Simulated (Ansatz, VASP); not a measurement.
# BaZrO3 in VASP and in Ansatz

```
Ba Zr O
1.0
     4.29021    0.00000    0.00000
     0.00000    4.29021    0.00000
     0.00000    0.00000    4.19466
Ba Zr O
1 1 3
Direct
  0.00000 0.00000 0.00000
  0.50000 0.50000 0.50000
  0.50000 0.00000 0.50000
  0.50000 0.50000 0.00000
  0.00000 0.50000 0.50000
```

Alike in both runs: task single point; functional PBE; k mesh 6 × 6 × 6; occupations gaussian, width 0.02 eV; no spin polarisation.

|  | VASP | Ansatz |
| --- | --- | --- |
| version | VASP 6.6.1 | Ansatz 0.2.0 |
| potentials or method | VASP PAW PBE potentials, release 64 (Ba_sv, Zr_sv, O), cutoff 520 eV | scalar-relativistic, plane waves, PAW |
| valence electrons in the cell | 40 | 40 |

|  | VASP | Ansatz | Ansatz less VASP |
| --- | --- | --- | --- |
| gap on the k mesh at the Fermi level (eV) | 3.01 | 3.05 | +0.045 |
| least direct gap on the mesh (eV) | 3.27 | 3.29 | +0.022 |
| pressure (GPa) | -2.1 | -3.0 | -0.85 |
| traceless stress, the component that is largest in VASP (GPa) | 3.06 | 3.00 | -0.060 |

The functional is the same, so the differences come from potentials, cutoffs and numerics.

Spin-orbit coupling is off throughout.
